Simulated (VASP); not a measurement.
# BAs (sol) (F-43m) in VASP: a series of runs

BAs (sol) is run at these levels: PBEsol; tasks: single point, relaxation of cell and atoms.

Everything below comes from runs of VASP 6.6.1. Logs are shortened: lines on timing, memory, paths and dates and some standing lists are left out, and cuts for length are marked.

## Step 1: The cell of the first run

Symmetry: F-43m, No. 216, cubic system. Conventional cell: a = 4.768 Å, b = 4.768 Å, c = 4.768 Å, α = 90.00°, β = 90.00°, γ = 90.00°. Within 2.7 Å of B (site symmetry -43m) lie 4 As at 2.06 Å. As (site symmetry -43m) has 4 B at 2.06 Å within 2.7 Å.

## Step 2: Single point, PBEsol

INCAR

```
  ALGO = Normal
  EDIFF = 1E-6
  ENCUT = 520
  GGA = PS
  ISIF = 2
  ISMEAR = 0
  LASPH = T
  LCHARG = F
  LREAL = F
  LWAVE = F
  NBANDS = 11
  NELM = 60
  PREC = Accurate
  SIGMA = 0.02
```

KPOINTS

```
k-points
0
Gamma
  8 8 8
```

POSCAR

```
BAs
1.0
    0.0000000000      2.3838694125      2.3838694125
    2.3838694125      0.0000000000      2.3838694125
    2.3838694125      2.3838694125      0.0000000000
B As
1 1
Direct
    0.0000000000      0.0000000000      0.0000000000
    0.2500000000      0.2500000000      0.2500000000
```

Potentials or basis: VASP PAW PBE potentials, release 64 (B, As).

Command:

```
cat potpaw_PBE.64/B/POTCAR potpaw_PBE.64/As/POTCAR > POTCAR
mpirun -np 1 vasp_std > vasp.out
```

OUTCAR:

```text
EDIFF = 1E-6
   ENCUT = 520
   GGA = PS
   ISIF = 2
   ISMEAR = 0
   LASPH = T
   LREAL = F
   NELM = 60
   PREC = Accurate

 ion  position               nearest neighbor table
   1  0.000  0.000  0.000-   2 2.06   2 2.06   2 2.06   2 2.06
   2  0.250  0.250  0.250-   1 2.06   1 2.06   1 2.06   1 2.06

  LATTYP: Found a face centered cubic cell.
 ALAT       =     4.7677388250

  Lattice vectors:

 A1 = (   0.0000000000,   2.3838694125,   2.3838694125)
 A2 = (   2.3838694125,   0.0000000000,   2.3838694125)
 A3 = (   2.3838694125,   2.3838694125,   0.0000000000)

Analysis of symmetry for initial positions (statically):
=====================================================================
 Subroutine PRICEL returns:
 Original cell was already a primitive cell.

 Routine SETGRP: Setting up the symmetry group for a
 face centered cubic supercell.

 Subroutine GETGRP returns: Found 24 space group operations
 (whereof 24 operations were pure point group operations)
 out of a pool of 48 trial point group operations.

The static configuration has the point symmetry T_d .

Analysis of symmetry for dynamics (positions and initial velocities):
=====================================================================
 Subroutine PRICEL returns:
 Original cell was already a primitive cell.

 Routine SETGRP: Setting up the symmetry group for a
 face centered cubic supercell.

 Subroutine GETGRP returns: Found 24 space group operations
 (whereof 24 operations were pure point group operations)
 out of a pool of 48 trial point group operations.

The dynamic configuration has the point symmetry T_d .

 Subroutine INISYM returns: Found 24 space group operations
 (whereof 24 operations are pure point group operations),
 and found     1 'primitive' translations

----------------------------------------------------------------------------------------

                                     Primitive cell

  volume of cell :      27.0943

  direct lattice vectors                    reciprocal lattice vectors
     0.000000000  2.383869413  2.383869413    -0.209743033  0.209743033  0.209743033
     2.383869413  0.000000000  2.383869413     0.209743033 -0.209743033  0.209743033
     2.383869413  2.383869413  0.000000000     0.209743033  0.209743033 -0.209743033

  length of vectors
     3.371300454  3.371300454  3.371300454     0.363285589  0.363285589  0.363285589

  position of ions in fractional coordinates (direct lattice)
     0.000000000  0.000000000  0.000000000
     0.250000000  0.250000000  0.250000000

  ion indices of the primitive-cell ions
   primitive index   ion index
                 1           1
                 2           2

----------------------------------------------------------------------------------------

 KPOINTS: k-points

Automatic generation of k-mesh.
 Grid dimensions read from file:
 generate k-points for:    8    8    8

 Generating k-lattice:

  Cartesian coordinates                     Fractional coordinates (reciprocal lattice)
    -0.026217879  0.026217879  0.026217879     0.125000000  0.000000000  0.000000000
     0.026217879 -0.026217879  0.026217879     0.000000000  0.125000000  0.000000000
     0.026217879  0.026217879 -0.026217879     0.000000000  0.000000000  0.125000000

  Length of vectors
     0.045410699  0.045410699  0.045410699

  Shift w.r.t. Gamma in fractional coordinates (k-lattice)
     0.000000000  0.000000000  0.000000000

 Subroutine IBZKPT returns following result:
 ===========================================

 Found     29 irreducible k-points:

 Following reciprocal coordinates:
            Coordinates               Weight
  0.000000  0.000000  0.000000      1.000000
  0.125000  0.000000  0.000000      8.000000
  0.250000  0.000000  0.000000      8.000000
  0.375000  0.000000  0.000000      8.000000
  0.500000  0.000000  0.000000      4.000000
  0.125000  0.125000  0.000000      6.000000
[... 16 lines left out ...]
  0.500000  0.250000  0.125000     48.000000
 -0.375000  0.250000  0.125000     24.000000
 [... further k-points ...]
   k-points           NKPTS =     29   k-points in BZ     NKDIM =     29   number of bands    NBANDS=     11
   number of dos      NEDOS =    301   number of ions     NIONS =      2
   total plane-waves  NPLWV =  21952
   dimension x,y,z NGX =    28 NGY =   28 NGZ =   28
   dimension x,y,z NGXF=    56 NGYF=   56 NGZF=   56
   ions per type =               1   1
   NGX,Y,Z   is equivalent  to a cutoff of  13.81, 13.81, 13.81 a.u.
   NGXF,Y,Z  is equivalent  to a cutoff of  27.61, 27.61, 27.61 a.u.
 SYSTEM =  unknown system
   PREC   = accura    normal or accurate (medium, high low for compatibility)
   ISTART =      0    job   : 0-new  1-cont  2-samecut
   ICHARG =      2    charge: 1-file 2-atom 10-const
   ISPIN  =      1    spin polarized calculation?
   LNONCOLLINEAR =      F non collinear calculations
   LSORBIT =      F    spin-orbit coupling
   LASPH  =      T    aspherical Exc in radial PAW
   ENCUT  =  520.0 eV  38.22 Ry    6.18 a.u.   6.27  6.27  6.27*2*pi/ulx,y,z
   NELM   =     60;   NELMIN=  2; NELMDL= -5     # of ELM steps
   EDIFF  = 0.1E-05   stopping-criterion for ELM
   LREAL  =      F    real-space projection
   EDIFFG = 0.1E-04   stopping-criterion for IOM
   NSW    =      0    number of steps for IOM
   IBRION =     -1    ionic relax: 0-MD 1-quasi-New 2-CG
   NFREE  =      0    steps in history (QN), initial steepest desc. (CG)
   ISIF   =      2    stress and relaxation
   ISYM   =      2    0-nonsym 1-usesym 2-fastsym
   POTIM  = 0.5000    time-step for ionic-motion
   TEBEG  =    0.0;   TEEND  =   0.0 temperature during run
   PSTRESS=    0.0 pullay stress
   NELECT =       8.0000    total number of electrons
   NUPDOWN=      -1.0000    fix difference up-down
   EMIN   =  10.00;   EMAX   =-10.00  energy-range for DOS
   EFERMI =   0.00;   METHOD = LEGACY
   ISMEAR =     0;   SIGMA  =   0.02  broadening in eV -4-tet -1-fermi 0-gaus
   EFERMI_NEDOS =   21; number of points for ismear=-14 and -15
   IALGO  =     38    algorithm
   IMIX   =      4    mixing-type and parameters
     AMIX     =   0.40;   BMIX     =  1.00
     AMIX_MAG =   1.60;   BMIX_MAG =  1.00
  volume/ion in A,a.u.               =      13.55        91.42
  Fermi-wavevector in a.u.,A,eV,Ry     =   1.090132  2.060051 16.168993  1.188387
  Thomas-Fermi vector in A             =   2.226350
   LORBIT       =      0    0 simple, 1 ext, 2 COOP (PROOUT), +10 PAW based schemes
   GGA     = PS    functional components
   LHFCALC =     F    Hartree Fock is set to
   AEXX    =    0.0000 exact exchange contribution
   IVDW    =     0    specifies the selected vdW correction
   LEPSILON=     F    determine dielectric tensor
   LRPA    =     F    only Hartree local field effects (RPA)
 non-spin polarized calculation
 Gauss-broadening in eV      SIGMA  =   0.02
  energy-cutoff  :      520.00
  volume of cell :       27.09
 maximum number of plane-waves:       745
 NGX is ok and might be reduce to    28
   NGX = 13   NGY = 13   NGZ = 13

 number of electron       8.0000000 magnetization

 Free energy of the ion-electron system (eV)
  ---------------------------------------------------
  ext. energy  EPLUGINS =         0.00000000
  ---------------------------------------------------
  free energy    TOTEN  =       -12.20106372 eV

  energy without entropy =      -12.20106372  energy(sigma->0) =      -12.20106372

 E-fermi :   6.2957     XC(G=0): -10.7554

 val. band max:        6.1093089940   @ k =   0.0000   0.0000   0.0000
 cond. band min:       7.1957475109   @ k =   0.3750   0.3750   0.0000
 fundamental gap:      1.0864385169
 Fermi energy:         6.2957179592

 k-point     1 :       0.0000    0.0000    0.0000
  band No.  band energies     occupation
      1      -9.3814      2.00000
      2       6.1093      2.00000
      3       6.1093      2.00000
      4       6.1093      2.00000
      5       9.3560      0.00000
      6       9.3560      0.00000
      7       9.3560      0.00000
      8      10.8651      0.00000
      9      15.4840      0.00000
     10      19.0634      0.00000
     11      19.0634      0.00000

 k-point     2 :       0.1250    0.0000    0.0000
  band No.  band energies     occupation
      1      -9.1234      2.00000
      2       4.1252      2.00000
      3       5.6638      2.00000
      4       5.6638      2.00000
      5       9.4873      0.00000
      6       9.9406      0.00000
      7       9.9406      0.00000
      8      12.1131      0.00000
      9      16.4557      0.00000
     10      17.6649      0.00000
     11      17.6649      0.00000

 k-point     3 :       0.2500    0.0000    0.0000
  band No.  band energies     occupation
      1      -8.3716      2.00000
      2       1.1250      2.00000
      3       4.9460      2.00000
      4       4.9460      2.00000
      5       9.1652      0.00000
      6      10.7379      0.00000
      7      10.7379      0.00000
      8      13.9963      0.00000
      9      17.2294      0.00000
     10      17.2736      0.00000
     11      17.2736      0.00000

 k-point     4 :       0.3750    0.0000    0.0000
  band No.  band energies     occupation
      1      -7.2523      2.00000
      2      -1.4802      2.00000
      3       4.4435      2.00000
      4       4.4435      2.00000
      5       8.8923      0.00000
      6      10.8992      0.00000
      7      10.8992      0.00000
      8      14.8262      0.00000
      9      17.8032      0.00000
     10      18.7512      0.00000
     11      18.7512      0.00000

 k-point     5 :       0.5000    0.0000    0.0000
  band No.  band energies     occupation
      1      -6.4754      2.00000
      2      -2.7670      2.00000
      3       4.2698      2.00000
      4       4.2698      2.00000
      5       8.7973      0.00000
      6      10.8417      0.00000
      7      10.8417      0.00000
      8      14.8253      0.00000
      9      18.7076      0.00000
     10      20.6504      0.00000
     11      20.6504      0.00000
[... 211 lines left out ...]
 k-point    21 :       0.5000    0.5000    0.0000
  band No.  band energies     occupation
      1      -5.1564      2.00000
      2      -2.4565      2.00000
      3       1.9787      2.00000
      4       1.9787      2.00000
      5       7.4154      0.00000
      6       7.4396      0.00000
      7      17.5091      0.00000
      8      17.5091      0.00000
      9      18.9388      0.00000
     10      23.3745      0.00000
     11      23.8946      0.00000

 k-point    22 :       0.3750    0.2500    0.1250
  band No.  band energies     occupation
      1      -7.7141      2.00000
      2       0.8873      2.00000
      3       2.3350      2.00000
      4       4.0619      2.00000
      5       9.2813      0.00000
      6      11.3379      0.00000
      7      11.9598      0.00000
      8      13.2937      0.00000
      9      16.8084      0.00000
     10      19.3489      0.00000
     11      20.2581      0.00000

 k-point    23 :       0.5000    0.2500    0.1250
  band No.  band energies     occupation
      1      -6.6338      2.00000
      2      -1.1033      2.00000
      3       1.6143      2.00000
      4       3.3325      2.00000
      5       9.9044      0.00000
      6      11.1331      0.00000
      7      12.5947      0.00000
      8      14.1634      0.00000
      9      17.4692      0.00000
     10      19.3890      0.00000
     11      21.5432      0.00000

 k-point    24 :      -0.3750    0.2500    0.1250
  band No.  band energies     occupation
      1      -5.8984      2.00000
      2      -2.2480      2.00000
      3       1.4961      2.00000
      4       2.9897      2.00000
      5      10.0212      0.00000
      6      10.8155      0.00000
      7      13.5727      0.00000
      8      15.1149      0.00000
      9      16.3718      0.00000
     10      20.2608      0.00000
     11      21.2404      0.00000

 [... further k-points ...]
[... 5 lines left out ...]
  --------------------------------------------------------------------------------------
  -------------------------------------------------------------------------------------
  Total        0.1503495      0.1503495      0.1503495      0.0000000     -0.0000000     -0.0000000
  in kB        8.8906844      8.8906844      8.8906844      0.0000000     -0.0000000     -0.0000000
  external PRESSURE =       8.8906844 kB  Pullay stress =       0.0000000 kB

 VOLUME and BASIS-vectors are now :
 -----------------------------------------------------------------------------
  energy-cutoff  :      520.00
  volume of cell :       27.09
      direct lattice vectors                 reciprocal lattice vectors
     0.000000000  2.383869413  2.383869413    -0.209743033  0.209743033  0.209743033
     2.383869413  0.000000000  2.383869413     0.209743033 -0.209743033  0.209743033
     2.383869413  2.383869413  0.000000000     0.209743033  0.209743033 -0.209743033

 POSITION                                       TOTAL-FORCE (eV/Angst)
 -----------------------------------------------------------------------------------
      0.00000      0.00000      0.00000         0.000000      0.000000      0.000000
      1.19193      1.19193      1.19193        -0.000000     -0.000000     -0.000000
 -----------------------------------------------------------------------------------
    total drift:                               -0.000000     -0.000000     -0.000000

  FREE ENERGIE OF THE ION-ELECTRON SYSTEM (eV)
  ---------------------------------------------------
  free  energy   TOTEN  =       -12.2010637193 eV

  energy  without entropy=      -12.2010637193  energy(sigma->0) =      -12.20106372
```

It took 26 s on 1 thread of AMD EPYC 7R43 (Zen 3), shared host; peak memory 0.12 GiB.

Results:

* Free energy: -12.2011 eV
* Pressure: 0.9 GPa
* Band gap on the k mesh: 1.09 eV, indirect (least direct gap 3.25 eV)

Caveat: the PAW data sets were made with another functional, which shifts forces and pressure a little.

## Step 3: Single point, PBEsol

INCAR

```
PREC = Accurate
ENCUT = 520
EDIFF = 1E-6
ISMEAR = 0
SIGMA = 0.01
LREAL = F
LASPH = T
NELM = 100
ALGO = Normal
ISIF = 2
LWAVE = F
LCHARG = T
GGA = PS
LELF = T
LVHAR = T
NBANDS = 11
```

KPOINTS

```
regular mesh
0
Gamma
  8 8 8
```

POSCAR is that of step 2.

Potentials or basis: VASP PAW PBE potentials, release 64 (B, As).

Command:

```
cat potpaw_PBE.64/B/POTCAR potpaw_PBE.64/As/POTCAR > POTCAR
mpirun -np 1 vasp_std > vasp.out
```

Wall time 31 s (1 thread of AMD EPYC 7R43 (Zen 3), shared host); peak memory 0.12 GiB.

It converged, with:

* Free energy: -12.2011 eV
* Pressure: 0.9 GPa
* Band gap on the k mesh: 1.09 eV, indirect (least direct gap 3.25 eV)

Levels at points of the mesh, in eV from the valence-band top:
```csv
k point,band 1,band 2,band 3,band 4,band 5,band 6,band 7,band 8,band 9
"(0.00, 0.00, 0.00)",-15.49,0.00,0.00,0.00,3.25,3.25,3.25,4.76,9.37
"(0.50, 0.00, 0.00)",-12.58,-8.88,-1.84,-1.84,2.69,4.73,4.73,8.72,12.60
"(0.50, 0.50, 0.00)",-11.27,-8.57,-4.13,-4.13,1.31,1.33,11.40,11.40,12.83
```

Caveat: the PAW data sets were made with another functional, which shifts forces and pressure a little.

## Step 4: Single point, PBEsol

INCAR

```
SYSTEM = BAs
ALGO = Normal
EDIFF = 1E-6
ENCUT = 520
GGA = PS
ISIF = 2
ISMEAR = 0
LASPH = .TRUE.
LCHARG = .FALSE.
LREAL = .FALSE.
LWAVE = .FALSE.
NBANDS = 11
NELM = 80
PREC = Accurate
SIGMA = 0.01
```

KPOINTS

```
k-points
0
G
  8 8 8
  0 0 0
```

POSCAR is that of step 3.

Command:

```
cat potpaw_PBE.64/B/POTCAR potpaw_PBE.64/As/POTCAR > POTCAR
mpirun -np 1 vasp_std > vasp.out
```

Run time: 27 s. Hardware: 1 thread of AMD EPYC 7R43 (Zen 3), shared host; peak memory 0.12 GiB.

Results (log left out):

- Free energy: -12.2011 eV
- Pressure: 0.9 GPa
- Band gap on the k mesh: 1.09 eV, indirect (least direct gap 3.25 eV)

Levels at points of the mesh, in eV from the valence-band top:
| k point | band 2 | band 3 | band 4 | band 5 | band 6 | band 7 |
| --- | --- | --- | --- | --- | --- | --- |
| (0.00, 0.00, 0.00) | 0.00 | 0.00 | 0.00 | 3.25 | 3.25 | 3.25 |
| (0.50, 0.00, 0.00) | -8.88 | -1.84 | -1.84 | 2.69 | 4.73 | 4.73 |
| (0.50, 0.50, 0.00) | -8.57 | -4.13 | -4.13 | 1.31 | 1.33 | 11.40 |

Caveat: the PAW data sets were made with another functional, which shifts forces and pressure a little. A k mesh can miss the band edges.

## Step 5: Relaxation of cell and atoms, PBEsol

This run uses another cell than the first one, of 13.63 Å³/atom, 1.006 times its volume.

INCAR

```
  PREC = Accurate
  ENCUT = 600
  EDIFF = 1E-7
  ISMEAR = 0
  SIGMA = 0.02
  LREAL = F
  LASPH = T
  NELM = 60
  ALGO = Normal
  ISIF = 3
  LWAVE = F
  LCHARG = F
  GGA = PS
  IBRION = 2
  NSW = 100
  EDIFFG = -0.002
```

KPOINTS

```
Automatic mesh
0
Gamma
  8 8 8
```

POSCAR

```
BAs
1.0
    0.0000000000      2.3885000000      2.3885000000
    2.3885000000      0.0000000000      2.3885000000
    2.3885000000      2.3885000000      0.0000000000
B As
1 1
Direct
    0.0000000000      0.0000000000      0.0000000000
    0.2500000000      0.2500000000      0.2500000000
```

Command:

```
cat potpaw_PBE.64/B/POTCAR potpaw_PBE.64/As/POTCAR > POTCAR
mpirun -np 1 vasp_std > vasp.out
```

Wall time 42 s (1 thread of AMD EPYC 7R43 (Zen 3), shared host); peak memory 0.12 GiB.

The run converged. Its results:

```yaml
Free_energy: -12.2025 eV
Relaxed_volume: 13.63 Å³/atom
Relaxed_cell: a = 3.378 Å, b = 3.378 Å, c = 3.378 Å, α = 60.00°, β = 60.00°, γ = 60.00°
Space_group_after_relaxing_to_0.05_Å: F-43m (No. 216)
Energy_gained_by_relaxing: 0.0 meV/atom
Ionic_steps: 3
Pressure_after_relaxing: 0.0 GPa
Band_gap_on_the_k_mesh: 1.09 eV, indirect (least direct gap 3.24 eV)
```

Final structure:
```xyz
2
Lattice="0.0000 2.3888 2.3888 2.3888 0.0000 2.3888 2.3888 2.3888 0.0000" Properties=species:S:1:pos:R:3 pbc="T T T"
B     0.0000    0.0000    0.0000
As    1.1944    1.1944    1.1944
```

Levels at points of the mesh, in eV from the valence-band top:
```csv
k point,band 2,band 3,band 4,band 5,band 6,band 7
"(0.00, 0.00, 0.00)",0.00,0.00,0.00,3.24,3.24,3.24
"(0.50, 0.00, 0.00)",-8.83,-1.83,-1.83,2.65,4.73,4.73
"(0.50, 0.50, 0.00)",-8.53,-4.10,-4.10,1.31,1.34,11.34
```

Caveat: the PAW data sets were made with another functional, which shifts forces and pressure a little. Expect the measured gap to be larger: semilocal functionals such as PBEsol lack the derivative discontinuity.

## Step 6: Overview

```tsv
task	cell	cutoff (eV)	smearing	gap on the mesh (eV)	pressure (GPa)
single point	a = 3.371 Å, angles 60.0°, 2 atoms	520	gaussian 0.02 eV	1.09	0.9
single point	a = 3.371 Å, angles 60.0°, 2 atoms	520	gaussian 0.01 eV	1.09	0.9
relaxation of cell and atoms	relaxed from a = 3.378 Å, angles 60.0°, 2 atoms	600	gaussian 0.02 eV	1.09	0.0
```

Alike in all rows: level PBEsol; potentials or basis VASP PAW PBE potentials, release 64 (B, As); no spin polarisation; k mesh 8 × 8 × 8.

Caveats: the PAW data sets were made with another functional, which shifts forces and pressure a little.

Absolute energies hang on the potentials; compare differences alone.
